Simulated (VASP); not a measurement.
Input of a VASP 6.6.1 run:

File INCAR:

```
SYSTEM = Cu2Ni3
  PREC = Accurate
  ENCUT = 520
  EDIFF = 1E-6
  ISMEAR = 0
  SIGMA = 0.1
  LREAL = .FALSE.
  LASPH = .TRUE.
  NELM = 150
  ALGO = Fast
  ISIF = 2
  LWAVE = .FALSE.
  LCHARG = .TRUE.
  ISPIN = 2
  MAGMOM = 0 0 2 2 -2
  LORBIT = 11
  LMAXMIX = 4
  GGA = PE
  LELF = .TRUE.
  LVHAR = .TRUE.
  NBANDS = 38
```

Contents of KPOINTS:

```
regular mesh
0
G
  6 6 6
  0 0 0
```

Contents of POSCAR:

```
Cu2Ni3
1.0
    0.0000000000      1.7807637577      8.8898309458
    1.7794595882      0.0000000000      8.8898309458
    1.7794595882      1.7807637577      0.0000000000
Cu Ni
2 3
Direct
    0.8023067299      0.8023067299      0.1976932701
    0.1976931346      0.1976931346      0.8023068654
   -0.0000000232     -0.0000000232      0.0000000232
    0.4038969445      0.4038969445      0.5961030555
    0.5961032142      0.5961032142      0.4038967858
```

Potentials or basis: VASP PAW PBE potentials, release 64 (Cu, Ni).

The run is started by

```bash
$ cat potpaw_PBE.64/Cu/POTCAR potpaw_PBE.64/Ni/POTCAR > POTCAR
$ mpirun -np 1 vasp_std > vasp.out
```

(1) Estimate the site moments.

(2) Predict the largest force.

(3) What does it give for the pressure?

(4) What does it give for the net moment?

## Answers

(1) Cu -0.01; Ni +0.62, +0.49 (each value once) μB.

(2) 0.019 eV/Å.

(3) 0.1 GPa.

(4) 1.54 μB per cell.

Caveat: the k points lie up to 0.42 Å⁻¹ apart.
